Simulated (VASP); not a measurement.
GaSb, 2 atoms in the cell. It takes space group I-4m2 (No. 119, tetragonal). Conventional cell: a = 4.336 Å, b = 4.336 Å, c = 5.948 Å, α = 90.00°, β = 90.00°, γ = 90.00°. Within 3.5 Å of Ga (site symmetry -4m2) lie 4 Sb at 2.63 Å. Sb (site symmetry -4m2) has 4 Ga at 2.63 Å within 3.5 Å.  This cell differs from its parent crystal: uniaxial z strain -3.0%.

```yaml
Program: VASP 6.6.1
Task: single point
Functional: r2SCAN
Potentials_or_basis: VASP PAW PBE potentials, release 64 (Ga_d, Sb)
Cutoff: 520 eV
k_mesh: 8 × 8 × 8
Occupations: fermi-dirac, width 0.02 eV
Spin: no spin polarisation
Dipole_correction: no
Further_INCAR_settings: ALGO = Normal; EDIFF = 1e-07; NBANDS = 16
```

Potentials or basis: VASP PAW PBE potentials, release 64 (Ga_d, Sb).

The run is started by

```console
$ cat potpaw_PBE.64/Ga_d/POTCAR potpaw_PBE.64/Sb/POTCAR > POTCAR
$ cp INCAR.step1 INCAR
$ mpirun -np 1 vasp_std > vasp.out
$ cp INCAR.step2 INCAR
$ mpirun -np 1 vasp_std > vasp.out
```

Hardware: 1 thread of Intel(R) Xeon(R) Platinum 8488C (Sapphire Rapids), with other jobs on the host.

**Question.** Estimate the wall time of this run.

**Answer.** Wall time 84 s on 1 thread of Intel(R) Xeon(R) Platinum 8488C (Sapphire Rapids), on a shared host, peak memory 0.22 GiB. Counts: k points 59.
